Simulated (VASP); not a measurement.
Write the native input for VASP 6.6.1 that does the following.

```yaml
Task: single point
Functional: LDA
Potentials_or_basis: VASP PAW LDA potentials, release 64 (Nb_sv, H)
Cutoff: 520 eV
k_mesh: 15 × 15 × 15
Occupations: fermi-dirac, width 0.03 eV
Spin: no spin polarisation
Dipole_correction: no
Further_INCAR_settings: ALGO = Normal; EDIFF = 1e-06; NBANDS = 14
```

The structure of NbH2 lies in POSCAR:

```
NbH2
1.0
    0.0000000000      2.2349257070      2.2349257070
    2.2349257070      0.0000000000      2.2349257070
    2.2349257070      2.2349257070      0.0000000000
Nb H
1 2
Direct
    0.0000000000      0.0000000000      0.0000000000
    0.2500000000      0.2500000000      0.2500000000
    0.7500000000      0.7500000000      0.7500000000
```

This cell differs from its parent crystal: volume scaled by 0.94.

One way to write it, as run:

INCAR

```
SYSTEM = NbH2
PREC     = Accurate       ! precision mode
ENCUT    = 520            ! plane-wave cutoff, eV
EDIFF    = 1E-6           ! SCF threshold, eV
ISMEAR   = -1             ! smearing method
SIGMA    = 0.03           ! smearing width, eV
LREAL    = .FALSE.        ! projectors in reciprocal space
LASPH    = .TRUE.         ! aspherical terms in the spheres
NELM     = 100            ! most SCF steps
ALGO     = Normal         ! electronic algorithm
ISIF     = 2              ! what is computed and relaxed
LWAVE    = .FALSE.        ! write WAVECAR
LCHARG   = .FALSE.        ! write CHGCAR
NBANDS   = 14             ! bands
```

KPOINTS

```
regular mesh
0
G
  15 15 15
  0 0 0
```

Potentials or basis: VASP PAW LDA potentials, release 64 (Nb_sv, H).

Run with:

```sh
$ cat potpaw_LDA.64/Nb_sv/POTCAR potpaw_LDA.64/H/POTCAR > POTCAR
$ mpirun -np 1 vasp_std > vasp.out
```

It gave:

```json
{
 "Pressure": "3.4 GPa"
}
```

Run time: 15 s on 1 thread of Intel(R) Xeon(R) Platinum 8488C (Sapphire Rapids), with other jobs on the host, peak memory 0.15 GiB.
